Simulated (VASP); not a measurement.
# SnSe2 (P-3m1) in VASP: a series of runs, part 2 of 2

VASP 6.6.1. Earlier steps stand in the parts before.

### Step 3. Single point, PBE+D3(BJ) (strain +0.050 along x and y, -0.025 along z)

Contents of INCAR:

```
SYSTEM = SnSe2
PREC = Accurate ; ENCUT = 520
EDIFF = 1E-6 ; ISMEAR = 0
SIGMA = 0.03 ; LREAL = .False.
LASPH = .True. ; NELM = 100
ALGO = Normal ; ISIF = 2
LWAVE = .False. ; LCHARG = .True.
GGA = PE ; IVDW = 12
LELF = .True. ; LVHAR = .True.
NBANDS = 20
```

Contents of KPOINTS:

```
regular mesh
0
Gamma
  12 12 6
  0 0 0
```

Contents of POSCAR:

```
SnSe2
1.0
    4.0310010254      0.0000000000      0.0000000000
   -2.0155005127      3.4909492907      0.0000000000
    0.0000000000      0.0000000000      5.8613403327
Sn Se
1 2
Direct
    0.0000000000      0.0000000000      0.0000000000
    0.3333333333      0.6666666667      0.2651529960
    0.6666666667      0.3333333333      0.7348470040
```

Potentials or basis: VASP PAW PBE potentials, release 64 (Sn_d, Se).

Run with:

```sh
cat potpaw_PBE.64/Sn_d/POTCAR potpaw_PBE.64/Se/POTCAR > POTCAR
mpirun -np 1 vasp_std > vasp.out
```

OUTCAR:

```text
SYSTEM = SnSe2
   PREC = Accurate
   ENCUT = 520
   EDIFF = 1E-6
   ISMEAR = 0
   LREAL = .False.
   LASPH = .True.
   NELM = 100
   ISIF = 2
   GGA = PE
   IVDW = 12
 IVDW          = 12

 ion  position               nearest neighbor table
   1  0.000  0.000  0.000-   2 2.80   3 2.80   3 2.80   2 2.80   3 2.80   2 2.80
   2  0.333  0.667  0.265-   1 2.80   1 2.80   1 2.80
   3  0.667  0.333  0.735-   1 2.80   1 2.80   1 2.80

  LATTYP: Found a hexagonal cell.
 ALAT       =     4.0310010254
 C/A-ratio  =     1.4540657012

  Lattice vectors:

 A1 = (   4.0310010254,   0.0000000000,   0.0000000000)
 A2 = (  -2.0155005127,   3.4909492907,   0.0000000000)
 A3 = (   0.0000000000,   0.0000000000,   5.8613403327)

Analysis of symmetry for initial positions (statically):
=====================================================================
 Subroutine PRICEL returns:
 Original cell was already a primitive cell.

 Routine SETGRP: Setting up the symmetry group for a
 hexagonal supercell.

 Subroutine GETGRP returns: Found 12 space group operations
 (whereof 12 operations were pure point group operations)
 out of a pool of 24 trial point group operations.

The static configuration has the point symmetry D_3d.

Analysis of symmetry for dynamics (positions and initial velocities):
=====================================================================
 Subroutine PRICEL returns:
 Original cell was already a primitive cell.

 Routine SETGRP: Setting up the symmetry group for a
 hexagonal supercell.

 Subroutine GETGRP returns: Found 12 space group operations
 (whereof 12 operations were pure point group operations)
 out of a pool of 24 trial point group operations.

The dynamic configuration has the point symmetry D_3d.

 Subroutine INISYM returns: Found 12 space group operations
 (whereof 12 operations are pure point group operations),
 and found     1 'primitive' translations

----------------------------------------------------------------------------------------

                                     Primitive cell

  volume of cell :      82.4809

  direct lattice vectors                    reciprocal lattice vectors
     4.031001025  0.000000000  0.000000000     0.248077337  0.143227517  0.000000000
    -2.015500513  3.490949291  0.000000000     0.000000000  0.286455035  0.000000000
     0.000000000  0.000000000  5.861340333     0.000000000  0.000000000  0.170609441

  length of vectors
     4.031001025  4.031001025  5.861340333     0.286455035  0.286455035  0.170609441

  position of ions in fractional coordinates (direct lattice)
     0.000000000  0.000000000  0.000000000
     0.333333333  0.666666667  0.265152996
     0.666666667  0.333333333  0.734847004

  ion indices of the primitive-cell ions
   primitive index   ion index
                 1           1
                 2           2
                 3           3

----------------------------------------------------------------------------------------

 KPOINTS: regular mesh

Automatic generation of k-mesh.
 Grid dimensions read from file:
 generate k-points for:   12   12    6

 Generating k-lattice:

  Cartesian coordinates                     Fractional coordinates (reciprocal lattice)
     0.020673111  0.011935626  0.000000000     0.083333333 -0.000000000  0.000000000
     0.000000000  0.023871253  0.000000000     0.000000000  0.083333333  0.000000000
     0.000000000  0.000000000  0.028434907     0.000000000  0.000000000  0.166666667

  Length of vectors
     0.023871253  0.023871253  0.028434907

  Shift w.r.t. Gamma in fractional coordinates (k-lattice)
     0.000000000  0.000000000  0.000000000

 Subroutine IBZKPT returns following result:
 ===========================================

 Found    100 irreducible k-points:

 Following reciprocal coordinates:
            Coordinates               Weight
  0.000000  0.000000  0.000000      1.000000
  0.083333  0.000000  0.000000      6.000000
  0.166667  0.000000  0.000000      6.000000
  0.250000  0.000000  0.000000      6.000000
  0.333333  0.000000  0.000000      6.000000
  0.416667  0.000000  0.000000      6.000000
[... 16 lines left out ...]
  0.166667  0.000000  0.166667      6.000000
  0.000000  0.166667  0.166667      6.000000
 [... further k-points ...]
   k-points           NKPTS =    100   k-points in BZ     NKDIM =    100   number of bands    NBANDS=     20
   number of dos      NEDOS =    301   number of ions     NIONS =      3
   total plane-waves  NPLWV =  43200
   dimension x,y,z NGX =    30 NGY =   30 NGZ =   48
   dimension x,y,z NGXF=    60 NGYF=   60 NGZF=   96
   ions per type =               1   2
   NGX,Y,Z   is equivalent  to a cutoff of  12.37, 12.37, 13.61 a.u.
   NGXF,Y,Z  is equivalent  to a cutoff of  24.75, 24.75, 27.23 a.u.
 SYSTEM =  SnSe2
   PREC   = accura    normal or accurate (medium, high low for compatibility)
   ISTART =      0    job   : 0-new  1-cont  2-samecut
   ICHARG =      2    charge: 1-file 2-atom 10-const
   ISPIN  =      1    spin polarized calculation?
   LNONCOLLINEAR =      F non collinear calculations
   LSORBIT =      F    spin-orbit coupling
   LASPH  =      T    aspherical Exc in radial PAW
   ENCUT  =  520.0 eV  38.22 Ry    6.18 a.u.   7.49  7.49 10.90*2*pi/ulx,y,z
   NELM   =    100;   NELMIN=  2; NELMDL= -5     # of ELM steps
   EDIFF  = 0.1E-05   stopping-criterion for ELM
   LREAL  =      F    real-space projection
   EDIFFG = 0.1E-04   stopping-criterion for IOM
   NSW    =      0    number of steps for IOM
   IBRION =     -1    ionic relax: 0-MD 1-quasi-New 2-CG
   NFREE  =      0    steps in history (QN), initial steepest desc. (CG)
   ISIF   =      2    stress and relaxation
   ISYM   =      2    0-nonsym 1-usesym 2-fastsym
   POTIM  = 0.5000    time-step for ionic-motion
   TEBEG  =    0.0;   TEEND  =   0.0 temperature during run
   PSTRESS=    0.0 pullay stress
   NELECT =      26.0000    total number of electrons
   NUPDOWN=      -1.0000    fix difference up-down
   EMIN   =  10.00;   EMAX   =-10.00  energy-range for DOS
   EFERMI =   0.00;   METHOD = LEGACY
   ISMEAR =     0;   SIGMA  =   0.03  broadening in eV -4-tet -1-fermi 0-gaus
   EFERMI_NEDOS =   21; number of points for ismear=-14 and -15
   IALGO  =     38    algorithm
   IMIX   =      4    mixing-type and parameters
     AMIX     =   0.40;   BMIX     =  1.00
     AMIX_MAG =   1.60;   BMIX_MAG =  1.00
  volume/ion in A,a.u.               =      27.49       185.54
  Fermi-wavevector in a.u.,A,eV,Ry     =   1.114162  2.105460 16.889672  1.241356
  Thomas-Fermi vector in A             =   2.250754
   LORBIT       =      0    0 simple, 1 ext, 2 COOP (PROOUT), +10 PAW based schemes
   GGA     = PE    functional components
   LHFCALC =     F    Hartree Fock is set to
   AEXX    =    0.0000 exact exchange contribution
   IVDW    =    12    specifies the selected vdW correction
   LEPSILON=     F    determine dielectric tensor
   LRPA    =     F    only Hartree local field effects (RPA)
 non-spin polarized calculation
 Gauss-broadening in eV      SIGMA  =   0.03
  energy-cutoff  :      520.00
  volume of cell :       82.48
 maximum number of plane-waves:      2254
 NGX is ok and might be reduce to    30
   NGX = 15   NGY = 15   NGZ = 21

 number of electron      25.9999987 magnetization

 Free energy of the ion-electron system (eV)
  ---------------------------------------------------
  ext. energy  EPLUGINS =         0.00000000
  ---------------------------------------------------
  free energy    TOTEN  =       -11.76451234 eV

  energy without entropy =      -11.76442284  energy(sigma->0) =      -11.76446759

 E-fermi :   3.9607     XC(G=0):  -9.2419

 val. band max:        3.9346552702   @ k =   0.0833   0.0000   0.0000
 cond. band min:       4.0338620039   @ k =   0.0000   0.4167   0.3333
 fundamental gap:      0.0992067337
 Fermi energy:         3.9606960738

 k-point     1 :       0.0000    0.0000    0.0000
  band No.  band energies     occupation
      1     -17.6511      2.00000
      2     -17.6511      2.00000
      3     -17.6415      2.00000
      4     -17.6270      2.00000
      5     -17.6270      2.00000
      6      -9.7564      2.00000
[... 12 lines left out ...]
     19      12.3409      0.00000
[... 513 lines left out ...]
      4     -17.6284      2.00000
      5     -17.6241      2.00000
      6      -9.4817      2.00000
[... 12 lines left out ...]
     19      11.5294      0.00000
     20      12.0155      0.00000

 [... further k-points ...]

------------------------ aborting loop because EDIFF is reached ----------------------------------------

 Edisp (eV)   -1.01313

 E8    (eV) :    -0.4437

  FORCE on cell =-STRESS in cart. coord.  units (eV):
  Direction    XX          YY          ZZ          XY          YZ          ZX
  --------------------------------------------------------------------------------------
  -------------------------------------------------------------------------------------
  Total      -2.62175    -2.62175    -0.87969     0.00000     0.00000     0.00000
  in kB     -50.92705   -50.92705   -17.08784     0.00000     0.00000     0.00000
  external pressure =      -39.65 kB  Pullay stress =        0.00 kB

 VOLUME and BASIS-vectors are now :
 -----------------------------------------------------------------------------
  energy-cutoff  :      520.00
  volume of cell :       82.48
      direct lattice vectors                 reciprocal lattice vectors
     4.031001025  0.000000000  0.000000000     0.248077337  0.143227517  0.000000000
    -2.015500513  3.490949291  0.000000000     0.000000000  0.286455035  0.000000000
     0.000000000  0.000000000  5.861340333     0.000000000  0.000000000  0.170609441

 POSITION                                       TOTAL-FORCE (eV/Angst)
 -----------------------------------------------------------------------------------
      0.00000      0.00000      0.00000        -0.000000      0.000000      0.000000
     -0.00000      2.32730      1.55415        -0.000000     -0.000000     -0.110215
      2.01550      1.16365      4.30719         0.000000      0.000000      0.110215
 -----------------------------------------------------------------------------------
    total drift:                                0.000000     -0.000000     -0.000000

  FREE ENERGIE OF THE ION-ELECTRON SYSTEM (eV)
  ---------------------------------------------------
  free  energy   TOTEN  =       -12.7776441120 eV

  energy  without entropy=      -12.7775546212  energy(sigma->0) =      -12.77759937
```

OSZICAR:

```text
N       E                     dE             d eps       ncg     rms          rms(c)
DAV:   1     0.198754777124E+03    0.19875E+03   -0.12135E+04  4072   0.144E+03
DAV:   2     0.108785393813E+02   -0.18788E+03   -0.18108E+03  4284   0.372E+02
DAV:   3    -0.112031909689E+02   -0.22082E+02   -0.21521E+02  4860   0.112E+02
DAV:   4    -0.120089685584E+02   -0.80578E+00   -0.80403E+00  4712   0.222E+01
DAV:   5    -0.120284823932E+02   -0.19514E-01   -0.19512E-01  5496   0.367E+00    0.440E+00
DAV:   6    -0.117709355115E+02    0.25755E+00   -0.60757E-01  5772   0.715E+00    0.282E+00
DAV:   7    -0.117629919049E+02    0.79436E-02   -0.13484E-01  4652   0.204E+00    0.106E+00
DAV:   8    -0.117638296987E+02   -0.83779E-03   -0.10606E-02  4700   0.910E-01    0.247E-01
DAV:   9    -0.117644401341E+02   -0.61044E-03   -0.15977E-03  4656   0.312E-01    0.769E-02
DAV:  10    -0.117644858056E+02   -0.45671E-04   -0.18779E-04  4768   0.876E-02    0.247E-02
DAV:  11    -0.117645119709E+02   -0.26165E-04   -0.44104E-05  4520   0.417E-02    0.177E-02
DAV:  12    -0.117645123359E+02   -0.36499E-06   -0.28007E-06  4988   0.103E-02
   1 F= -.12777644E+02 E0= -.12777599E+02  d E =-.894909E-04
```

It took 4.7 min on 1 thread of Intel Xeon 8259CL, shared host; peak memory 0.31 GiB.

Results:

```
Free energy                : -12.7776 eV
Pressure                   : -4.0 GPa
Largest force              : 0.110 eV/Å
Band gap on the k mesh     : zero (bands 13 and 14 overlap by 0.04 eV)
Dispersion energy per atom : -0.338 eV
```

Forces in eV/Å, atoms in the order of the input:
```
Sn   0.000  0.000  0.000
Se   0.000  0.000 -0.110
Se   0.000  0.000  0.110
```

Caveat: the cell differs from its parent crystal (strain +0.050 along x and y, -0.025 along z); the cell stands under tension; semilocal functionals underestimate gaps, so a narrow gap can read as zero; spin-orbit coupling is left out, which moves the levels of the heavy elements.
